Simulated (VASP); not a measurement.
Runs of VASP 6.6.1 on TaN. The structure is that of space group P6/mmm (No. 191), or close to it. The cells are those of the table. 

```tsv
cell	gap on the mesh (eV)	pressure (GPa)
a = 5.554, b = 5.554, c = 2.800 Å, angles 90.0, 90.0, 120.0°, 6 atoms	none	(a)
a = 5.262, b = 5.262, c = 2.909 Å, angles 90.0, 90.0, 120.0°, 6 atoms	none	-1.4
a = 5.449, b = 5.449, c = 2.853 Å, angles 90.0, 90.0, 120.0°, 6 atoms	none	-11.2
a = 5.217, b = 5.217, c = 2.901 Å, angles 90.0, 90.0, 120.0°, 6 atoms	none	4.7
```

Alike in all rows: task single point; level r2SCAN; potentials or basis VASP PAW PBE potentials, release 64 (Ta_pv, N); no spin polarisation; k mesh 12 × 12 × 12; cutoff (eV) 520; smearing gaussian 0.1 eV.

Q: Estimate the missing entries.

A: (a) -12.5.

Caveats: the PAW data sets were made with another functional, which shifts forces and pressure a little; spin-orbit coupling is left out, which moves the levels of the heavy elements; the stress differs along the axes, from -24 to 10 GPa (at least some runs); the stress differs along the axes, from -17 to 1 GPa (at least some runs); the cell stands under pressure (at least some runs).

A k mesh can miss the band edges, and the runs leave out spin-orbit coupling on Ta.

A gap of «none» marks levels without a gap at the run's occupations.
